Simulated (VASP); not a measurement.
Write the native input for VASP 6.6.1 that does the following.

```
Task                   : single point
Functional             : PBE
Potentials or basis    : VASP PAW PBE potentials, release 64 (O)
Cutoff                 : 520 eV
k mesh                 : 6 × 8 × 5
Occupations            : fermi-dirac, width 0.05 eV
Spin                   : collinear spin, ferromagnetic start
Starting moments       : [0.6, 0.6, 0.6, 0.6] μB
Dipole correction      : no
Further INCAR settings : ALGO = Normal; EDIFF = 1e-06; NBANDS = 24
```

The structure of O lies in POSCAR:

```
O
1.0
   -2.3944914034      0.0000000000      3.6470501824
    0.0000000000     -3.3248318800      0.0000000000
    3.3083143032      0.0000000000      3.6470501824
O
4
Direct
    0.1301201900      0.0000000000      0.0254538300
    0.6301201900      0.5000000000      0.5254538300
    0.8698798100      0.0000000000      0.9745461700
    0.3698798100      0.5000000000      0.4745461700
```

One way to write it, as run:

INCAR

```
PREC     = Accurate       # precision mode
ENCUT    = 520            # plane-wave cutoff, eV
EDIFF    = 1E-6           # SCF threshold, eV
ISMEAR   = -1             # smearing method
SIGMA    = 0.05           # smearing width, eV
LREAL    = False          # projectors in reciprocal space
LASPH    = True           # aspherical terms in the spheres
NELM     = 150            # most SCF steps
ALGO     = Normal         # electronic algorithm
ISIF     = 2              # what is computed and relaxed
LWAVE    = False          # write WAVECAR
LCHARG   = False          # write CHGCAR
ISPIN    = 2              # spin polarisation
MAGMOM   = 0.6 0.6 0.6 0.6 # initial moments
LORBIT   = 11             # projections on sites
GGA      = PE             # functional
NBANDS   = 24             # bands
```

KPOINTS

```
Automatic mesh
0
Gamma
  6 8 5
```

Potentials or basis: VASP PAW PBE potentials, release 64 (O).

The run is started by

```bash
$ cat potpaw_PBE.64/O/POTCAR > POTCAR
$ mpirun -np 1 vasp_std > vasp.out
```

It gave:

* Pressure: 2.5 GPa
* Largest force: 0.747 eV/Å
* Band gap on the k mesh: 1.29 eV
* Net moment: 4.00 μB per cell
* Site moments: O +0.81 μB
* Valence electrons inside the program's atomic spheres: O 4.91

Caveat: the standard files for N, O and F lose accuracy on very short bonds; this functional lacks dispersion, which holds the molecules together, so the pressure and a relaxed volume are unreliable.

Run time: 3 min on 1 thread of Intel(R) Xeon(R) Platinum 8488C (Sapphire Rapids) (shared host), peak memory 0.31 GiB.
